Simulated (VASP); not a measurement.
# AlN (P6_3mc) in VASP: elastic constants with PBEsol

Aim: the elastic constants of AlN with PBEsol.

Program: VASP 6.6.1. These are calculated values, not measurements. Logs are shortened: lines on timing, memory, paths and dates and some standing lists are left out, and cuts for length are marked.

## Step 1: The cell of the first run

The structure is hexagonal, space group P6_3mc (No. 186). The conventional cell has a = 3.066 Å, b = 3.066 Å, c = 4.888 Å, α = 90.00°, β = 90.00°, γ = 120.00°. Al (site symmetry 3m) has 4 N at 1.86 to 1.87 Å within 2.5 Å. Within 2.5 Å of N (site symmetry 3m) lie 4 Al at 1.86 to 1.87 Å.

## Step 2: Elastic constants, PBEsol

Contents of INCAR:

```
SYSTEM = AlN
  PREC = Accurate
  ENCUT = 600
  EDIFF = 1E-8
  ISMEAR = 0
  SIGMA = 0.01
  LREAL = .False.
  LASPH = .True.
  NELM = 80
  ALGO = Normal
  ISIF = 3
  LWAVE = .False.
  LCHARG = .False.
  GGA = PS
  IBRION = 6
  NFREE = 2
  POTIM = 0.015
  NSW = 1
```

Contents of KPOINTS:

```
regular mesh
0
Gamma
  12 12 6
  0 0 0
```

Contents of POSCAR:

```
AlN
1.0
    3.0664859649      0.0000000000      0.0000000000
   -1.5332429824      2.6556547460      0.0000000000
    0.0000000000      0.0000000000      4.8882008670
Al N
2 2
Direct
    0.3333333333      0.6666666667      0.0009207684
    0.6666666667      0.3333333333      0.5009207684
    0.3333333333      0.6666666667      0.3840792316
    0.6666666667      0.3333333333      0.8840792316
```

Potentials or basis: VASP PAW PBE potentials, release 64 (Al, N).

Command:

```console
cat potpaw_PBE.64/Al/POTCAR potpaw_PBE.64/N/POTCAR > POTCAR
mpirun -np 1 vasp_std > vasp.out
```

OUTCAR:

```text
SYSTEM = AlN
   PREC = Accurate
   ENCUT = 600
   EDIFF = 1E-8
   ISMEAR = 0
   LREAL = .False.
   LASPH = .True.
   NELM = 80
   ISIF = 3
   GGA = PS
   IBRION = 6
   NFREE = 2
   POTIM = 0.015
   NSW = 1

 ion  position               nearest neighbor table
   1  0.333  0.667  0.001-   4 1.86   4 1.86   4 1.86   3 1.87   2 3.02   2 3.02   2 3.02   2 3.02
                             2 3.02   2 3.02
   2  0.667  0.333  0.501-   3 1.86   3 1.86   3 1.86   4 1.87   1 3.02   1 3.02   1 3.02   1 3.02
                             1 3.02   1 3.02
   3  0.333  0.667  0.384-   2 1.86   2 1.86   2 1.86   1 1.87
   4  0.667  0.333  0.884-   1 1.86   1 1.86   1 1.86   2 1.87

  LATTYP: Found a hexagonal cell.
 ALAT       =     3.0664859649
 C/A-ratio  =     1.5940724735

  Lattice vectors:

 A1 = (   3.0664859649,   0.0000000000,   0.0000000000)
 A2 = (  -1.5332429824,   2.6556547460,   0.0000000000)
 A3 = (   0.0000000000,   0.0000000000,   4.8882008670)

Analysis of symmetry for initial positions (statically):
=====================================================================
 Subroutine PRICEL returns:
 Original cell was already a primitive cell.

 Routine SETGRP: Setting up the symmetry group for a
 hexagonal supercell.

 Subroutine GETGRP returns: Found 12 space group operations
 (whereof  6 operations were pure point group operations)
 out of a pool of 24 trial point group operations.

The static configuration has the point symmetry C_3v.
 The point group associated with its full space group is C_6v.

Analysis of symmetry for dynamics (positions and initial velocities):
=====================================================================
 Subroutine PRICEL returns:
 Original cell was already a primitive cell.

 Routine SETGRP: Setting up the symmetry group for a
 hexagonal supercell.

 Subroutine GETGRP returns: Found 12 space group operations
 (whereof  6 operations were pure point group operations)
 out of a pool of 24 trial point group operations.

The dynamic configuration has the point symmetry C_3v.
 The point group associated with its full space group is C_6v.

 Subroutine INISYM returns: Found 12 space group operations
 (whereof  6 operations are pure point group operations),
 and found     1 'primitive' translations

----------------------------------------------------------------------------------------

                                     Primitive cell

  volume of cell :      39.8072

  direct lattice vectors                    reciprocal lattice vectors
     3.066485965  0.000000000  0.000000000     0.326106172  0.188277486  0.000000000
    -1.533242982  2.655654746  0.000000000     0.000000000  0.376554973  0.000000000
     0.000000000  0.000000000  4.888200867     0.000000000  0.000000000  0.204574245

  length of vectors
     3.066485965  3.066485965  4.888200867     0.376554973  0.376554973  0.204574245

  position of ions in fractional coordinates (direct lattice)
     0.333333333  0.666666667  0.000920768
     0.666666667  0.333333333  0.500920768
     0.333333333  0.666666667  0.384079232
     0.666666667  0.333333333  0.884079232

  ion indices of the primitive-cell ions
   primitive index   ion index
                 1           1
                 2           2
                 3           3
                 4           4

[... 128 lines left out ...]
  Total        2.7159286      2.7159286      2.7160211      0.0000000      0.0000000     -0.0000000
  in kB      109.3118602    109.3118602    109.3155848      0.0000000      0.0000000     -0.0000000
  external PRESSURE =     109.3131018 kB  Pullay stress =       0.0000000 kB
[... 95 lines left out ...]
  FREE ENERGIE OF THE ION-ELECTRON SYSTEM (eV)
  ---------------------------------------------------
  free  energy   TOTEN  =       -31.1910840224 eV

  energy  without entropy=      -31.1910840224  energy(sigma->0) =      -31.19108402

[... ionic steps 4 to 18 ...]

--------------------------------------- Ionic step       19  -------------------------------------------

 number of electron      15.9999998 magnetization

------------------------ aborting loop because EDIFF is reached ----------------------------------------
[... 71 lines left out ...]
--------------------------------------- Ionic step       21  -------------------------------------------

 number of electron      15.9999997 magnetization

 Free energy of the ion-electron system (eV)
  ---------------------------------------------------
  ext. energy  EPLUGINS =         0.00000000
  ---------------------------------------------------
  free energy    TOTEN  =       -31.24461075 eV

  energy without entropy =      -31.24461075  energy(sigma->0) =      -31.24461075

 E-fermi :   6.6550     XC(G=0): -11.3191

 val. band max:        6.5489566356   @ k =   0.0000   0.0000   0.0000
 cond. band min:      11.0968734607   @ k =   0.0000   0.0000   0.0000
 fundamental gap:      4.5479168251
 Fermi energy:         6.6549529935

 k-point     1 :       0.0000    0.0000    0.0000
  band No.  band energies     occupation
      1      -8.9299      2.00000
      2      -6.5711      2.00000
      3       0.2690      2.00000
      4       5.6252      2.00000
      5       5.6252      2.00000
      6       6.3026      2.00000
      7       6.3026      2.00000
      8       6.5490      2.00000
      9      11.0969      0.00000
     10      13.4826      0.00000
     11      17.4523      0.00000
     12      17.8802      0.00000
[... 331 lines left out ...]
 k-point    24 :       0.3333    0.0000    0.1667
  band No.  band energies     occupation
      1      -7.5069      2.00000
      2      -6.1422      2.00000
      3       1.4058      2.00000
      4       2.4481      2.00000
      5       3.0867      2.00000
      6       4.6745      2.00000
      7       5.7114      2.00000
      8       5.8591      2.00000
      9      12.4455      0.00000
     10      13.2436      0.00000
     11      15.3893      0.00000
     12      16.9429      0.00000

 [... further k-points ...]

------------------------ aborting loop because EDIFF is reached ----------------------------------------

  FORCE on cell =-STRESS in cart. coord.  units (eV):
  Direction    XX          YY          ZZ          XY          YZ          ZX
  --------------------------------------------------------------------------------------
  -------------------------------------------------------------------------------------
  Total        2.6096482      2.6096482      2.9656318      0.0000000      0.0000000     -0.0000000
  in kB      105.0342418    105.0342418    119.3620229      0.0000000      0.0000000     -0.0000000
  external PRESSURE =     109.8101688 kB  Pullay stress =       0.0000000 kB
[... 19 lines left out ...]
  FREE ENERGIE OF THE ION-ELECTRON SYSTEM (eV)
  ---------------------------------------------------
  free  energy   TOTEN  =       -31.2446107454 eV

  energy  without entropy=      -31.2446107454  energy(sigma->0) =      -31.24461075

 INTERNAL STRAIN TENSORS FROM STRAINED CELLS
 ============================================

 INTERNAL STRAIN TENSOR FOR ION    1 for displacements in x,y,z  (eV/Angst):
          X           Y           Z          XY          YZ          ZX
  --------------------------------------------------------------------------------
  x    -0.00000     0.00000     0.00000   -11.67549    -0.00000    -6.83686
  y   -11.71003    11.75242     0.00000     0.00000    -6.83045    -0.00004
  z    -7.19389    -7.20019    16.02081    -0.00035    -0.00500    -0.00032

 INTERNAL STRAIN TENSORS FROM DISPLACED ATOMS
 ============================================

 INTERNAL STRAIN TENSOR FOR ION    1 for displacements in x,y,z  (eV/Angst):
          X           Y           Z          XY          YZ          ZX
  --------------------------------------------------------------------------------
  x    -0.00000     0.00000    -0.00000   -11.69412    -0.00000    -6.83649
  y   -11.69412    11.69412     0.00000     0.00000    -6.83649    -0.00000
  z    -7.17447    -7.17447    15.96923    -0.00000     0.00000     0.00000

 INTERNAL STRAIN TENSOR FOR ION    4 for displacements in x,y,z  (eV/Angst):
          X           Y           Z          XY          YZ          ZX
  --------------------------------------------------------------------------------
  x     0.00000    -0.00000     0.00000    13.31139     0.00000     6.83590
  y    13.31139   -13.31139     0.00000    -0.00000     6.83590     0.00000
  z     7.17664     7.17664   -15.95791     0.00000     0.00000    -0.00000

 Eigenvectors and eigenvalues of the dynamical matrix
 ----------------------------------------------------

   1 f  =   22.687987 THz   142.552824 2PiTHz  756.789771 cm-1    93.829931 meV
             X         Y         Z           dx          dy          dz
     -0.000000  1.770436  0.004501    -0.000000    0.000000    0.068251
      1.533243  0.885218  2.448601    -0.000000    0.000000   -0.068251
     -0.000000  1.770436  1.877456     0.000000   -0.000000   -0.703805
      1.533243  0.885218  4.321557     0.000000   -0.000000    0.703805
[... 71 lines left out ...]
  12 f/i=    0.001492 THz     0.009372 2PiTHz    0.049755 cm-1     0.006169 meV
             X         Y         Z           dx          dy          dz
     -0.000000  1.770436  0.004501     0.290289    0.494854   -0.000000
      1.533243  0.885218  2.448601     0.290289    0.494854   -0.000000
     -0.000000  1.770436  1.877456     0.209143    0.356526   -0.000000
      1.533243  0.885218  4.321557     0.209143    0.356526   -0.000000

--------------------------------------------------------------------------------------------------------

 ELASTIC MODULI CONTR FROM IONIC RELAXATION (kBar)
 Direction    XX          YY          ZZ          XY          YZ          ZX
 --------------------------------------------------------------------------------
 XX       -1058.6123    481.4861    641.9708     -0.0000      0.0000      0.0000
 YY         481.4861  -1058.6123    641.9708     -0.0000     -0.0000     -0.0000
 ZZ         641.9708    641.9708  -1428.2024      0.0000     -0.0000     -0.0000
 XY          -0.0000     -0.0000      0.0000   -770.0492      0.0000      0.0000
 YZ           0.0000     -0.0000     -0.0000      0.0000   -216.2503     -0.0000
 ZX           0.0000     -0.0000     -0.0000      0.0000     -0.0000   -216.2504
 --------------------------------------------------------------------------------

 TOTAL ELASTIC MODULI (kBar)
 Direction    XX          YY          ZZ          XY          YZ          ZX
 --------------------------------------------------------------------------------
 XX        4128.0384   1722.9662   1394.7067      0.0000      0.0000      0.0000
 YY        1722.9662   4128.0384   1394.7067      0.0000     -0.0000     -0.0000
 ZZ        1394.7067   1394.7067   3718.6230      0.0000     -0.0000     -0.0000
 XY           0.0000      0.0000      0.0000   1202.5361      0.0000      0.0000
 YZ           0.0000     -0.0000     -0.0000      0.0000   1138.6232      0.0000
 ZX           0.0000     -0.0000     -0.0000      0.0000      0.0000   1138.6232
 --------------------------------------------------------------------------------
```

Run time: 7.8 min. Hardware: 1 thread of Intel Xeon 6975P-C (Granite Rapids), shared host; peak memory 0.5 GiB.

What came out:

```
Voigt bulk modulus                                      : 233 GPa
Highest phonon frequency at Γ, LO-TO splitting left out : 757 cm⁻¹
```

Phonon frequencies in cm⁻¹ (negative: imaginary):
```
              q point                                frequencies
(0.000, 0.000, 0.000)  0 0 0 235 235 566 651 711 711 716 716 757
```

Elastic tensor in Voigt notation (GPa, in the Cartesian axes of the cell as first typed):
```
413 172 139   0   0   0
172 413 139   0   0   0
139 139 372   0   0   0
  0   0   0 114   0   0
  0   0   0   0 114   0
  0   0   0   0   0 120
```

Clamped-ion elastic tensor (GPa):
```
519 124  75   0   0   0
124 519  75   0   0   0
 75  75 515   0   0   0
  0   0   0 135   0   0
  0   0   0   0 135   0
  0   0   0   0   0 197
```

Caveat: the cell is under stress, which shifts elastic constants; the PAW data sets were made with another functional, which shifts forces and pressure a little.
